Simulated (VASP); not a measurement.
# Fe (Im-3m) in VASP: relaxation of cell and atoms with PBEsol

Aim: the relaxation of cell and atoms of Fe with PBEsol.

All numbers are computed with VASP 6.6.1; they aren't measurements. Logs are shortened: lines on timing, memory, paths and dates and some standing lists are left out, and cuts for length are marked.

**1. The cell of the first run**

It takes space group Im-3m (No. 229, cubic). The conventional cell has a = 2.789 Å, b = 2.789 Å, c = 2.789 Å, α = 90.00°, β = 90.00°, γ = 90.00°. Within 3.2 Å of Fe (site symmetry m-3m) lie 14 Fe at 2.42 to 2.79 Å.

**2. Relaxation of cell and atoms, PBEsol, collinear spin, ferromagnetic start**

INCAR reads:

```
PREC     = Accurate       # precision mode
ENCUT    = 600            # plane-wave cutoff, eV
EDIFF    = 1E-7           # SCF threshold, eV
ISMEAR   = 0              # smearing method
SIGMA    = 0.1            # smearing width, eV
LREAL    = F              # projectors in reciprocal space
LASPH    = T              # aspherical terms in the spheres
NELM     = 150            # most SCF steps
ALGO     = Normal         # electronic algorithm
ISIF     = 3              # what is computed and relaxed
LWAVE    = F              # write WAVECAR
LCHARG   = F              # write CHGCAR
ISPIN    = 2              # spin polarisation
MAGMOM   = 2.37           # initial moments
LORBIT   = 11             # projections on sites
LMAXMIX  = 4              # l up to which the mixer works
GGA      = PS             # functional
IBRION   = 2              # ionic algorithm
NSW      = 100            # ionic steps
EDIFFG   = -0.005         # ionic threshold
```

KPOINTS reads:

```
regular mesh
0
Gamma
  20 20 20
```

POSCAR reads:

```
Fe
1.0
   -1.3945703947      1.3945703947      1.3945703947
    1.3945703947     -1.3945703947      1.3945703947
    1.3945703947      1.3945703947     -1.3945703947
Fe
1
Direct
    0.0000000000      0.0000000000      0.0000000000
```

Potentials or basis: VASP PAW PBE potentials, release 64 (Fe).

The run is started by

```bash
> cat potpaw_PBE.64/Fe/POTCAR > POTCAR
> mpirun -np 1 vasp_std > vasp.out
```

OUTCAR:

```text
PREC = Accurate
   ENCUT = 600
   EDIFF = 1E-7
   ISMEAR = 0
   LREAL = F
   LASPH = T
   NELM = 150
   ISIF = 3
   ISPIN = 2
   LORBIT = 11
   GGA = PS
   IBRION = 2
   NSW = 100
   EDIFFG = -0.005

 ion  position               nearest neighbor table
   1  0.000  0.000  0.000-

  LATTYP: Found a body centered cubic cell.
 ALAT       =     2.7891407894

  Lattice vectors:

 A1 = (  -1.3945703947,   1.3945703947,   1.3945703947)
 A2 = (   1.3945703947,  -1.3945703947,   1.3945703947)
 A3 = (   1.3945703947,   1.3945703947,  -1.3945703947)

Analysis of symmetry for initial positions (statically):
=====================================================================
 Subroutine PRICEL returns:
 Original cell was already a primitive cell.

 Routine SETGRP: Setting up the symmetry group for a
 body centered cubic supercell.

 Subroutine GETGRP returns: Found 48 space group operations
 (whereof 48 operations were pure point group operations)
 out of a pool of 48 trial point group operations.

The static configuration has the point symmetry O_h .

Analysis of symmetry for dynamics (positions and initial velocities):
=====================================================================
 Subroutine PRICEL returns:
 Original cell was already a primitive cell.

 Routine SETGRP: Setting up the symmetry group for a
 body centered cubic supercell.

 Subroutine GETGRP returns: Found 48 space group operations
 (whereof 48 operations were pure point group operations)
 out of a pool of 48 trial point group operations.

The dynamic configuration has the point symmetry O_h .

Analysis of structural, dynamic, and magnetic symmetry:
=====================================================================
 Subroutine PRICEL returns:
 Original cell was already a primitive cell.

 Routine SETGRP: Setting up the symmetry group for a
 body centered cubic supercell.

 Subroutine GETGRP returns: Found 48 space group operations
 (whereof 48 operations were pure point group operations)
 out of a pool of 48 trial point group operations.

The overall configuration has the point symmetry O_h .

 Subroutine INISYM returns: Found 48 space group operations
 (whereof 48 operations are pure point group operations),
 and found     1 'primitive' translations

----------------------------------------------------------------------------------------

                                     Primitive cell

  volume of cell :      10.8488

  direct lattice vectors                    reciprocal lattice vectors
    -1.394570395  1.394570395  1.394570395     0.000000000  0.358533353  0.358533353
     1.394570395 -1.394570395  1.394570395     0.358533353  0.000000000  0.358533353
     1.394570395  1.394570395 -1.394570395     0.358533353  0.358533353  0.000000000

  length of vectors
     2.415466778  2.415466778  2.415466778     0.507042731  0.507042731  0.507042731

  position of ions in fractional coordinates (direct lattice)
     0.000000000  0.000000000  0.000000000

  ion indices of the primitive-cell ions
   primitive index   ion index
                 1           1

----------------------------------------------------------------------------------------

 KPOINTS: regular mesh

Automatic generation of k-mesh.
 Grid dimensions read from file:
 generate k-points for:   20   20   20

 Generating k-lattice:

  Cartesian coordinates                     Fractional coordinates (reciprocal lattice)
     0.000000000  0.017926668  0.017926668     0.050000000  0.000000000  0.000000000
     0.017926668  0.000000000  0.017926668     0.000000000  0.050000000  0.000000000
     0.017926668  0.017926668  0.000000000     0.000000000  0.000000000  0.050000000

  Length of vectors
     0.025352137  0.025352137  0.025352137

  Shift w.r.t. Gamma in fractional coordinates (k-lattice)
     0.000000000  0.000000000  0.000000000

 Subroutine IBZKPT returns following result:
 ===========================================

 Found    256 irreducible k-points:

 Following reciprocal coordinates:
            Coordinates               Weight
  0.000000  0.000000  0.000000      1.000000
  0.050000  0.000000  0.000000     12.000000
  0.100000  0.000000  0.000000     12.000000
  0.150000  0.000000  0.000000     12.000000
  0.200000  0.000000  0.000000     12.000000
  0.250000  0.000000  0.000000     12.000000
[... 16 lines left out ...]
  0.200000  0.100000 -0.000000     48.000000
  0.250000  0.100000  0.000000     48.000000
 [... further k-points ...]
   k-points           NKPTS =    256   k-points in BZ     NKDIM =    256   number of bands    NBANDS=      9
   number of dos      NEDOS =    301   number of ions     NIONS =      1
   total plane-waves  NPLWV =   8000
   dimension x,y,z NGX =    20 NGY =   20 NGZ =   20
   dimension x,y,z NGXF=    40 NGYF=   40 NGZF=   40
   ions per type =               1
   NGX,Y,Z   is equivalent  to a cutoff of  13.77, 13.77, 13.77 a.u.
   NGXF,Y,Z  is equivalent  to a cutoff of  27.53, 27.53, 27.53 a.u.
 SYSTEM =  unknown system
   PREC   = accura    normal or accurate (medium, high low for compatibility)
   ISTART =      0    job   : 0-new  1-cont  2-samecut
   ICHARG =      2    charge: 1-file 2-atom 10-const
   ISPIN  =      2    spin polarized calculation?
   LNONCOLLINEAR =      F non collinear calculations
   LSORBIT =      F    spin-orbit coupling
   LASPH  =      T    aspherical Exc in radial PAW
   ENCUT  =  600.0 eV  44.10 Ry    6.64 a.u.   4.82  4.82  4.82*2*pi/ulx,y,z
   NELM   =    150;   NELMIN=  2; NELMDL= -5     # of ELM steps
   EDIFF  = 0.1E-06   stopping-criterion for ELM
   LREAL  =      F    real-space projection
   EDIFFG = -.5E-02   stopping-criterion for IOM
   NSW    =    100    number of steps for IOM
   IBRION =      2    ionic relax: 0-MD 1-quasi-New 2-CG
   NFREE  =      1    steps in history (QN), initial steepest desc. (CG)
   ISIF   =      3    stress and relaxation
   ISYM   =      2    0-nonsym 1-usesym 2-fastsym
   POTIM  = 0.5000    time-step for ionic-motion
   TEBEG  =    0.0;   TEEND  =   0.0 temperature during run
   PSTRESS=    0.0 pullay stress
   NELECT =       8.0000    total number of electrons
   NUPDOWN=      -1.0000    fix difference up-down
   EMIN   =  10.00;   EMAX   =-10.00  energy-range for DOS
   EFERMI =   0.00;   METHOD = LEGACY
   ISMEAR =     0;   SIGMA  =   0.10  broadening in eV -4-tet -1-fermi 0-gaus
   EFERMI_NEDOS =   21; number of points for ismear=-14 and -15
   IALGO  =     38    algorithm
   IMIX   =      4    mixing-type and parameters
     AMIX     =   0.40;   BMIX     =  1.00
     AMIX_MAG =   1.60;   BMIX_MAG =  1.00
  volume/ion in A,a.u.               =      10.85        73.21
  Fermi-wavevector in a.u.,A,eV,Ry     =   1.479033  2.794966 29.763250  2.187537
  Thomas-Fermi vector in A             =   2.593240
   LORBIT       =     11    0 simple, 1 ext, 2 COOP (PROOUT), +10 PAW based schemes
   GGA     = PS    functional components
   LHFCALC =     F    Hartree Fock is set to
   AEXX    =    0.0000 exact exchange contribution
   IVDW    =     0    specifies the selected vdW correction
   LEPSILON=     F    determine dielectric tensor
   LRPA    =     F    only Hartree local field effects (RPA)
 conjugate gradient relaxation of ions
 spin polarized calculation
 Gauss-broadening in eV      SIGMA  =   0.10
  energy-cutoff  :      600.00
  volume of cell :       10.85
 maximum number of plane-waves:       372
   NGX =  9   NGY =  9   NGZ =  9

--------------------------------------- Ionic step        1  -------------------------------------------

 number of electron       8.0000000 magnetization       2.0969282

 Free energy of the ion-electron system (eV)
  ---------------------------------------------------
  ext. energy  EPLUGINS =         0.00000000
  ---------------------------------------------------
  free energy    TOTEN  =        -8.92099288 eV

  energy without entropy =       -8.91663217  energy(sigma->0) =       -8.91881252

------------------------ aborting loop because EDIFF is reached ----------------------------------------

  FORCE on cell =-STRESS in cart. coord.  units (eV):
  Direction    XX          YY          ZZ          XY          YZ          ZX
  --------------------------------------------------------------------------------------
  -------------------------------------------------------------------------------------
  Total       -0.0646114     -0.0646114     -0.0646114     -0.0000000      0.0000000      0.0000000
  in kB       -9.5419812     -9.5419812     -9.5419812     -0.0000000      0.0000000      0.0000000
  external PRESSURE =      -9.5419812 kB  Pullay stress =       0.0000000 kB
[... 55 lines left out ...]
  energy  without entropy=       -8.9168647984  energy(sigma->0) =       -8.91890581

--------------------------------------- Ionic step        3  -------------------------------------------

 number of electron       7.9999999 magnetization       2.0904053

 Free energy of the ion-electron system (eV)
  ---------------------------------------------------
  ext. energy  EPLUGINS =         0.00000000
  ---------------------------------------------------
  free energy    TOTEN  =        -8.92113821 eV

  energy without entropy =       -8.91691825  energy(sigma->0) =       -8.91902823

 E-fermi :   6.2133     XC(G=0): -13.5694

 val. band max:        6.2098746239   @ k =  -0.4500   0.4500   0.0500
 cond. band min:       6.2239170620   @ k =  -0.3000   0.3500   0.2500
 fundamental gap:      0.0140424380
 Fermi energy:         6.2133334522

 spin component 1

 k-point     1 :       0.0000    0.0000    0.0000
  band No.  band energies     occupation
      1      -2.6226      1.00000
      2       3.7966      1.00000
      3       3.7966      1.00000
      4       3.7966      1.00000
      5       5.1569      1.00000
      6       5.1569      1.00000
      7      31.6236      0.00000
      8      31.6236      0.00000
      9      31.6236      0.00000
[... 265 lines left out ...]
 k-point    24 :       0.2500    0.1000    0.0000
  band No.  band energies     occupation
      1       0.6345      1.00000
      2       3.0121      1.00000
      3       3.5011      1.00000
      4       4.9584      1.00000
      5       5.3740      1.00000
      6       5.9740      0.99964
      7      20.3649      0.00000
      8      24.8680      0.00000
      9      28.5855      0.00000

 [... further k-points ...]

 spin component 2

 k-point     1 :       0.0000    0.0000    0.0000
  band No.  band energies     occupation
      1      -2.3566      1.00000
      2       5.6135      1.00000
      3       5.6135      1.00000
      4       5.6135      1.00000
      5       7.7215      0.00000
      6       7.7216      0.00000
      7      31.5530      0.00000
      8      31.5530      0.00000
      9      31.5530      0.00000
[... 304 lines left out ...]
  FREE ENERGIE OF THE ION-ELECTRON SYSTEM (eV)
  ---------------------------------------------------
  free  energy   TOTEN  =        -8.9211382138 eV

  energy  without entropy=       -8.9169182528  energy(sigma->0) =       -8.91902823

 reached required accuracy - stopping structural energy minimisation

 total charge

# of ion       s       p       d       tot
------------------------------------------
    1        0.512   0.592   6.278   7.383

 magnetization (x)

# of ion       s       p       d       tot
------------------------------------------
    1       -0.012  -0.049   2.133   2.072
```

It took 2.8 min on 1 thread of Intel Xeon 8259CL, shared host; peak memory 0.18 GiB.

Results:

```
Free energy                                           : -8.9211 eV
Relaxed volume                                        : 10.80 Å³/atom
Relaxed cell                                          : a = 2.412 Å, b = 2.412 Å, c = 2.412 Å, α = 109.47°, β = 109.47°, γ = 109.47°
Space group after relaxing (to 0.1 Å)                 : Im-3m (No. 229)
Energy gained by relaxing                             : 0.1 meV/atom
Ionic steps                                           : 3
Pressure after relaxing                               : 0.0 GPa
Net moment                                            : 2.09 μB per cell
Site moments                                          : Fe +2.07 μB
Valence electrons inside the program's atomic spheres : Fe 7.38
```

The path:
```tsv
step	energy change (eV)	largest force (eV/Å)	pressure (GPa)	volume (Å³)
1	0.0000	0.0000	-0.95	10.85
2	0.0000	0.0000	1.16	10.75
3	-0.0001	0.0000	0.02	10.80
```

Final structure:
```yaml
crystal:
  lattice:
    - [-1.39252, 1.39252, 1.39252]
    - [1.39252, -1.39252, 1.39252]
    - [1.39252, 1.39252, -1.39252]
  atoms:
    - { symbol: Fe, position: [0.00000, 0.00000, 0.00000] }
```

Caveat: the PAW data sets were made with another functional, which shifts forces and pressure a little.
